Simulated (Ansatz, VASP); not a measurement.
# Two plane-wave programs on Ga2O3

```
CELL_PARAMETERS angstrom
2.52898 1.46010 4.54131
-2.52898 1.46010 4.54131
0.00000 -2.92021 4.54131
ATOMIC_POSITIONS crystal
Ga 0.85584 0.85584 0.85584
Ga 0.64416 0.64416 0.64416
Ga 0.14416 0.14416 0.14416
Ga 0.35584 0.35584 0.35584
O 0.75000 0.44690 0.05310
O 0.44690 0.05310 0.75000
O 0.05310 0.75000 0.44690
O 0.25000 0.55310 0.94690
O 0.94690 0.25000 0.55310
O 0.55310 0.94690 0.25000
```

Alike in both runs: task single point; functional PBE; k mesh 7 × 7 × 7; occupations fermi-dirac, width 0.01 eV; no spin polarisation.

|  | VASP | Ansatz |
| --- | --- | --- |
| version | VASP 6.6.1 | Ansatz 0.2.0 |
| potentials or method | VASP PAW PBE potentials, release 64 (Ga_d, O), cutoff 520 eV | plane-wave PAW DFT |
| valence electrons in the cell | 88 | 88 |

Ansatz gave:

```
gap on the k mesh at the Fermi level (eV) : 2.41
```

Problem. Which values does VASP return?

Solution. gap on the k mesh at the Fermi level (eV): 2.40.
